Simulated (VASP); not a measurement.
# P (Fm-3m) in VASP: a series of runs

The runs below take P through relaxation of cell and atoms, with PBE.

All numbers are computed with VASP 6.6.1; they aren't measurements. Logs are shortened: lines on timing, memory, paths and dates and some standing lists are left out, and cuts for length are marked.

## (1) The cell of the first run

Symmetry: Fm-3m, No. 225, cubic system. The conventional cell has a = 3.880 Å, b = 3.880 Å, c = 3.880 Å, α = 90.00°, β = 90.00°, γ = 90.00°. P (site symmetry m-3m) has 12 P at 2.74 Å within 3.6 Å.

This isn't the form of P at room conditions, which is orthorhombic.

## (2) Relaxation of cell and atoms, PBE, target pressure 40 GPa, at which the enthalpy is minimised

Contents of INCAR:

```
SYSTEM = P
  ALGO = Normal
  EDIFF = 1E-7
  EDIFFG = -0.03
  ENCUT = 500
  GGA = PE
  GGA_COMPAT = .False.
  IBRION = 2
  ISIF = 3
  ISMEAR = -1
  LASPH = .True.
  LCHARG = .False.
  LREAL = .False.
  LWAVE = .False.
  NELM = 120
  NELMIN = 4
  NSW = 60
  PREC = Accurate
  PSTRESS = 400.0
  SIGMA = 0.05
```

Contents of KPOINTS:

```
k-points
0
Gamma
  21 21 21
  0 0 0
```

Contents of POSCAR:

```
P
1.0
    0.0000000000      1.9400000000      1.9400000000
    1.9400000000      0.0000000000      1.9400000000
    1.9400000000      1.9400000000      0.0000000000
P
1
Direct
    0.0000000000      0.0000000000      0.0000000000
```

Potentials or basis: VASP PAW PBE potentials, release 64 (P).

Command:

```sh
$ cat potpaw_PBE.64/P/POTCAR > POTCAR
$ mpirun -np 1 vasp_std > vasp.out
```

OUTCAR:

```text
SYSTEM = P
   EDIFF = 1E-7
   EDIFFG = -0.03
   ENCUT = 500
   GGA = PE
   IBRION = 2
   ISIF = 3
   ISMEAR = -1
   LASPH = .True.
   LREAL = .False.
   NELM = 120
   NELMIN = 4
   NSW = 60
   PREC = Accurate
   PSTRESS = 400.0

 ion  position               nearest neighbor table
   1  0.000  0.000  0.000-

  LATTYP: Found a face centered cubic cell.
 ALAT       =     3.8800000000

  Lattice vectors:

 A1 = (   0.0000000000,   1.9400000000,   1.9400000000)
 A2 = (   1.9400000000,   0.0000000000,   1.9400000000)
 A3 = (   1.9400000000,   1.9400000000,   0.0000000000)

Analysis of symmetry for initial positions (statically):
=====================================================================
 Subroutine PRICEL returns:
 Original cell was already a primitive cell.

 Routine SETGRP: Setting up the symmetry group for a
 face centered cubic supercell.

 Subroutine GETGRP returns: Found 48 space group operations
 (whereof 48 operations were pure point group operations)
 out of a pool of 48 trial point group operations.

The static configuration has the point symmetry O_h .

Analysis of symmetry for dynamics (positions and initial velocities):
=====================================================================
 Subroutine PRICEL returns:
 Original cell was already a primitive cell.

 Routine SETGRP: Setting up the symmetry group for a
 face centered cubic supercell.

 Subroutine GETGRP returns: Found 48 space group operations
 (whereof 48 operations were pure point group operations)
 out of a pool of 48 trial point group operations.

The dynamic configuration has the point symmetry O_h .

 Subroutine INISYM returns: Found 48 space group operations
 (whereof 48 operations are pure point group operations),
 and found     1 'primitive' translations

----------------------------------------------------------------------------------------

                                     Primitive cell

  volume of cell :      14.6028

  direct lattice vectors                    reciprocal lattice vectors
     0.000000000  1.940000000  1.940000000    -0.257731959  0.257731959  0.257731959
     1.940000000  0.000000000  1.940000000     0.257731959 -0.257731959  0.257731959
     1.940000000  1.940000000  0.000000000     0.257731959  0.257731959 -0.257731959

  length of vectors
     2.743574311  2.743574311  2.743574311     0.446404847  0.446404847  0.446404847

  position of ions in fractional coordinates (direct lattice)
     0.000000000  0.000000000  0.000000000

  ion indices of the primitive-cell ions
   primitive index   ion index
                 1           1

----------------------------------------------------------------------------------------

 KPOINTS: k-points

Automatic generation of k-mesh.
 Grid dimensions read from file:
 generate k-points for:   21   21   21

 Generating k-lattice:

  Cartesian coordinates                     Fractional coordinates (reciprocal lattice)
    -0.012272950  0.012272950  0.012272950     0.047619048  0.000000000  0.000000000
     0.012272950 -0.012272950  0.012272950     0.000000000  0.047619048  0.000000000
     0.012272950  0.012272950 -0.012272950     0.000000000  0.000000000  0.047619048

  Length of vectors
     0.021257374  0.021257374  0.021257374

  Shift w.r.t. Gamma in fractional coordinates (k-lattice)
     0.000000000  0.000000000  0.000000000

 Subroutine IBZKPT returns following result:
 ===========================================

 Found    286 irreducible k-points:

 Following reciprocal coordinates:
            Coordinates               Weight
  0.000000  0.000000  0.000000      1.000000
  0.047619  0.000000  0.000000      8.000000
  0.095238  0.000000  0.000000      8.000000
  0.142857  0.000000  0.000000      8.000000
  0.190476  0.000000  0.000000      8.000000
  0.238095  0.000000  0.000000      8.000000
[... 16 lines left out ...]
 -0.428571  0.047619  0.000000     24.000000
 -0.380952  0.047619  0.000000     24.000000
 [... further k-points ...]
   k-points           NKPTS =    286   k-points in BZ     NKDIM =    286   number of bands    NBANDS=      6
   number of dos      NEDOS =    301   number of ions     NIONS =      1
   total plane-waves  NPLWV =   8000
   dimension x,y,z NGX =    20 NGY =   20 NGZ =   20
   dimension x,y,z NGXF=    40 NGYF=   40 NGZF=   40
   ions per type =               1
   NGX,Y,Z   is equivalent  to a cutoff of  12.12, 12.12, 12.12 a.u.
   NGXF,Y,Z  is equivalent  to a cutoff of  24.24, 24.24, 24.24 a.u.
 SYSTEM =  P
   PREC   = accura    normal or accurate (medium, high low for compatibility)
   ISTART =      0    job   : 0-new  1-cont  2-samecut
   ICHARG =      2    charge: 1-file 2-atom 10-const
   ISPIN  =      1    spin polarized calculation?
   LNONCOLLINEAR =      F non collinear calculations
   LSORBIT =      F    spin-orbit coupling
   LASPH  =      T    aspherical Exc in radial PAW
   ENCUT  =  500.0 eV  36.75 Ry    6.06 a.u.   5.00  5.00  5.00*2*pi/ulx,y,z
   NELM   =    120;   NELMIN=  4; NELMDL= -5     # of ELM steps
   EDIFF  = 0.1E-06   stopping-criterion for ELM
   LREAL  =      F    real-space projection
   EDIFFG = -.3E-01   stopping-criterion for IOM
   NSW    =     60    number of steps for IOM
   IBRION =      2    ionic relax: 0-MD 1-quasi-New 2-CG
   NFREE  =      1    steps in history (QN), initial steepest desc. (CG)
   ISIF   =      3    stress and relaxation
   ISYM   =      2    0-nonsym 1-usesym 2-fastsym
   POTIM  = 0.5000    time-step for ionic-motion
   TEBEG  =    0.0;   TEEND  =   0.0 temperature during run
   PSTRESS=  400.0 pullay stress
   NELECT =       5.0000    total number of electrons
   NUPDOWN=      -1.0000    fix difference up-down
   EMIN   =  10.00;   EMAX   =-10.00  energy-range for DOS
   EFERMI =   0.00;   METHOD = LEGACY
   ISMEAR =    -1;   SIGMA  =   0.05  broadening in eV -4-tet -1-fermi 0-gaus
   EFERMI_NEDOS =   21; number of points for ismear=-14 and -15
   IALGO  =     38    algorithm
   IMIX   =      4    mixing-type and parameters
     AMIX     =   0.40;   BMIX     =  1.00
     AMIX_MAG =   1.60;   BMIX_MAG =  1.00
  volume/ion in A,a.u.               =      14.60        98.54
  Fermi-wavevector in a.u.,A,eV,Ry     =   1.145301  2.164306 17.846968  1.311715
  Thomas-Fermi vector in A             =   2.281990
   LORBIT       =      0    0 simple, 1 ext, 2 COOP (PROOUT), +10 PAW based schemes
   GGA     = PE    functional components
   LHFCALC =     F    Hartree Fock is set to
   AEXX    =    0.0000 exact exchange contribution
   IVDW    =     0    specifies the selected vdW correction
   LEPSILON=     F    determine dielectric tensor
   LRPA    =     F    only Hartree local field effects (RPA)
 conjugate gradient relaxation of ions
 non-spin polarized calculation
  energy-cutoff  :      500.00
  volume of cell :       14.60
 maximum number of plane-waves:       380
   NGX =  9   NGY =  9   NGZ =  9

--------------------------------------- Ionic step        1  -------------------------------------------

 number of electron       5.0000000 magnetization

 Free energy of the ion-electron system (eV)
  ---------------------------------------------------
  ext. energy  EPLUGINS =         0.00000000
  ---------------------------------------------------
  free energy    TOTEN  =        -4.51976281 eV

  energy without entropy =       -4.51532824  energy(sigma->0) =       -4.51754553

 E-fermi :   9.7329     XC(G=0): -11.4653

 val. band max:        9.7256060491   @ k =  -0.1905   0.1905   0.0000
 cond. band min:       9.7763039997   @ k =   0.3333   0.1905   0.0952
 fundamental gap:      0.0506979506
 Fermi energy:         9.7329306419

 k-point     1 :       0.0000    0.0000    0.0000
  band No.  band energies     occupation
      1      -6.5657      2.00000
      2      16.4753      0.00000
      3      16.4753      0.00000
      4      16.4753      0.00000
      5      21.1487      0.00000
      6      21.1487      0.00000

 k-point     2 :       0.0476    0.0000    0.0000
  band No.  band energies     occupation
      1      -6.5025      2.00000
      2      15.9240      0.00000
      3      16.3784      0.00000
      4      16.3784      0.00000
      5      21.2071      0.00000
      6      21.3115      0.00000

 k-point     3 :       0.0952    0.0000    0.0000
  band No.  band energies     occupation
      1      -6.3131      2.00000
      2      14.5871      0.00000
      3      16.1303      0.00000
      4      16.1303      0.00000
      5      21.2367      0.00000
      6      21.7294      0.00000

 k-point     4 :       0.1429    0.0000    0.0000
  band No.  band energies     occupation
      1      -5.9980      2.00000
      2      12.9033      0.00000
      3      15.8132      0.00000
      4      15.8132      0.00000
      5      21.1457      0.00000
      6      22.2055      0.00000
[... 304 lines left out ...]
 VOLUME and BASIS-vectors are now :
 -----------------------------------------------------------------------------
  energy-cutoff  :      500.00
  volume of cell :       11.23
      direct lattice vectors                 reciprocal lattice vectors
     0.000000000  1.777526839  1.777526839    -0.281289705  0.281289705  0.281289705
     1.777526839  0.000000000  1.777526839     0.281289705 -0.281289705  0.281289705
     1.777526839  1.777526839  0.000000000     0.281289705  0.281289705 -0.281289705

 POSITION                                       TOTAL-FORCE (eV/Angst)
 -----------------------------------------------------------------------------------
      0.00000      0.00000      0.00000         0.000000      0.000000     -0.000000
 -----------------------------------------------------------------------------------
    total drift:                                0.000000      0.000000     -0.000000

  FREE ENERGIE OF THE ION-ELECTRON SYSTEM (eV)
  ---------------------------------------------------
  free  energy   TOTEN  =        -4.1971568749 eV

  energy  without entropy=       -4.1941483354  energy(sigma->0) =       -4.19565261

  enthalpy is  TOTEN    =        -1.3928347054 eV   P V=        2.8043221695

--------------------------------------- Ionic step        5  -------------------------------------------

 number of electron       5.0000001 magnetization

 Free energy of the ion-electron system (eV)
  ---------------------------------------------------
  ext. energy  EPLUGINS =         0.00000000
  ---------------------------------------------------
  free energy    TOTEN  =        -4.18193502 eV

  energy without entropy =       -4.17889576  energy(sigma->0) =       -4.18041539

 E-fermi :  14.0240     XC(G=0): -12.6738

 val. band max:       13.9512615784   @ k =  -0.2381   0.3810   0.1429
 cond. band min:      14.0411724053   @ k =  -0.3333   0.2381   0.0952
 fundamental gap:      0.0899108269
 Fermi energy:        14.0239892865

 k-point     1 :       0.0000    0.0000    0.0000
  band No.  band energies     occupation
      1      -5.4209      2.00000
      2      23.5568      0.00000
      3      23.5568      0.00000
      4      23.5568      0.00000
      5      25.9828      0.00000
      6      25.9828      0.00000

 k-point     2 :       0.0476    0.0000    0.0000
  band No.  band energies     occupation
      1      -5.3438      2.00000
      2      22.4482      0.00000
      3      23.2968      0.00000
      4      23.2968      0.00000
      5      26.3319      0.00000
      6      26.3319      0.00000

 k-point     3 :       0.0952    0.0000    0.0000
  band No.  band energies     occupation
      1      -5.1126      2.00000
      2      20.3828      0.00000
      3      22.7730      0.00000
      4      22.7730      0.00000
      5      26.9432      0.00000
      6      27.0882      0.00000

 k-point     4 :       0.1429    0.0000    0.0000
  band No.  band energies     occupation
      1      -4.7278      2.00000
      2      18.1029      0.00000
      3      22.2363      0.00000
      4      22.2363      0.00000
      5      27.0835      0.00000
      6      27.8398      0.00000
[... 193 lines left out ...]
 VOLUME and BASIS-vectors are now :
 -----------------------------------------------------------------------------
  energy-cutoff  :      500.00
  volume of cell :       11.17
      direct lattice vectors                 reciprocal lattice vectors
     0.000000000  1.774277374  1.774277374    -0.281804867  0.281804867  0.281804867
     1.774277374  0.000000000  1.774277374     0.281804867 -0.281804867  0.281804867
     1.774277374  1.774277374  0.000000000     0.281804867  0.281804867 -0.281804867

 POSITION                                       TOTAL-FORCE (eV/Angst)
 -----------------------------------------------------------------------------------
      0.00000      0.00000      0.00000        -0.000000      0.000000     -0.000000
 -----------------------------------------------------------------------------------
    total drift:                                0.000000      0.000000     -0.000000

  FREE ENERGIE OF THE ION-ELECTRON SYSTEM (eV)
  ---------------------------------------------------
  free  energy   TOTEN  =        -4.1819350170 eV

  energy  without entropy=       -4.1788957601  energy(sigma->0) =       -4.18041539

  enthalpy is  TOTEN    =        -1.3929643427 eV   P V=        2.7889706743

 reached required accuracy - stopping structural energy minimisation
```

Wall time 46 s (1 thread of Intel Xeon Platinum 8259CL at 2.50GHz (Skylake/Cascade Lake), shared host); peak memory 0.13 GiB.

Results:

* Free energy: -4.1819 eV
* Relaxed volume: 11.17 Å³/atom
* Relaxed cell: a = 2.509 Å, b = 2.509 Å, c = 2.509 Å, α = 60.00°, β = 60.00°, γ = 60.00°
* Space group after relaxing (to 0.1 Å): Fm-3m (No. 225)
* Energy change on relaxing (the run minimises the enthalpy): +337.8 meV/atom
* Ionic steps: 5
* Pressure after relaxing: 40.3 GPa
* Band gap on the k mesh: zero (an odd number of electrons rules out a gap without spin polarisation)

Step by step:
```
step  energy change (eV)  largest force (eV/Å)  pressure (GPa)  volume (Å³)
   1              0.0000                0.0000           -0.49        14.60
   2              2.0501                0.0000          165.15         8.11
   3              0.2833                0.0000           35.69        11.40
   4              0.3226                0.0000           39.03        11.23
   5              0.3378                0.0000           40.30        11.17
```

Final structure:
```cif
data_structure
_symmetry_space_group_name_H-M 'P 1'
_symmetry_Int_Tables_number 1
_cell_length_a 2.5092
_cell_length_b 2.5092
_cell_length_c 2.5092
_cell_angle_alpha 60.000
_cell_angle_beta 60.000
_cell_angle_gamma 60.000
_cell_volume 11.17
loop_
_atom_site_label
_atom_site_type_symbol
_atom_site_fract_x
_atom_site_fract_y
_atom_site_fract_z
_atom_site_occupancy
P1 P 0.00000 0.00000 0.00000 1
```

Levels at points of the mesh, in eV from the Fermi level:
| k point | band 1 | band 2 | band 3 | band 4 | band 5 | band 6 |
| --- | --- | --- | --- | --- | --- | --- |
| (0.00, 0.00, 0.00) | -19.44 | 9.53 | 9.53 | 9.53 | 11.96 | 11.96 |

Caveat: the cell is relaxed towards a set pressure, so the run minimises the enthalpy, not the energy; the volume moved by over 15 % at a fixed basis, so the end points are rough.

## (3) Relaxation of cell and atoms, PBE, target pressure 60 GPa, at which the enthalpy is minimised

Contents of INCAR:

```
SYSTEM = P
ALGO = Normal
EDIFF = 1E-7
EDIFFG = -0.03
ENCUT = 500
GGA = PE
GGA_COMPAT = .FALSE.
IBRION = 2
ISIF = 3
ISMEAR = -1
LASPH = .TRUE.
LCHARG = .FALSE.
LREAL = .FALSE.
LWAVE = .FALSE.
NELM = 120
NELMIN = 4
NSW = 60
PREC = Accurate
PSTRESS = 600.0
SIGMA = 0.05
```

Contents of KPOINTS:

```
k-points
0
G
  21 21 21
  0 0 0
```

POSCAR is that of step 2.

Potentials or basis: VASP PAW PBE potentials, release 64 (P).

Command:

```sh
$ cat potpaw_PBE.64/P/POTCAR > POTCAR
$ mpirun -np 1 vasp_std > vasp.out
```

It took 46 s on 1 thread of Intel Xeon Platinum 8259CL at 2.50GHz (Skylake/Cascade Lake), shared host; peak memory 0.14 GiB.

Results (log left out):

| Quantity | Value |
| --- | --- |
| Free energy | -3.9294 eV |
| Relaxed volume | 10.36 Å³/atom |
| Relaxed cell | a = 2.447 Å, b = 2.447 Å, c = 2.447 Å, α = 60.00°, β = 60.00°, γ = 60.00° |
| Space group after relaxing (to 0.1 Å) | Fm-3m (No. 225) |
| Energy change on relaxing (the run minimises the enthalpy) | +590.4 meV/atom |
| Ionic steps | 5 |
| Pressure after relaxing | 60.1 GPa |
| Band gap on the k mesh | zero (an odd number of electrons rules out a gap without spin polarisation) |

The path:
```csv
step,energy change (eV),largest force (eV/Å),pressure (GPa),volume (Å³)
1,0.0000,0.0000,-0.49,14.60
2,6.4191,0.0000,504.95,5.78
3,0.3884,0.0000,44.45,10.98
4,0.5080,0.0000,53.83,10.59
5,0.5904,0.0000,60.09,10.36
```

Final structure:
```
P
1.0
     0.00000    1.73008    1.73008
     1.73008    0.00000    1.73008
     1.73008    1.73008    0.00000
P
1
Direct
  0.00000 0.00000 0.00000
```

Levels at points of the mesh, in eV from the Fermi level:
```
           k point  band 1  band 2  band 3  band 4  band 5  band 6
(0.00, 0.00, 0.00)  -20.43   10.49   10.49   10.49   12.14   12.14
```

Caveat: the cell is relaxed towards a set pressure, so the run minimises the enthalpy, not the energy; the volume moved by over 15 % at a fixed basis, so the end points are rough.

The gap in the log of VASP goes by the Fermi energy; the results here count the filled bands.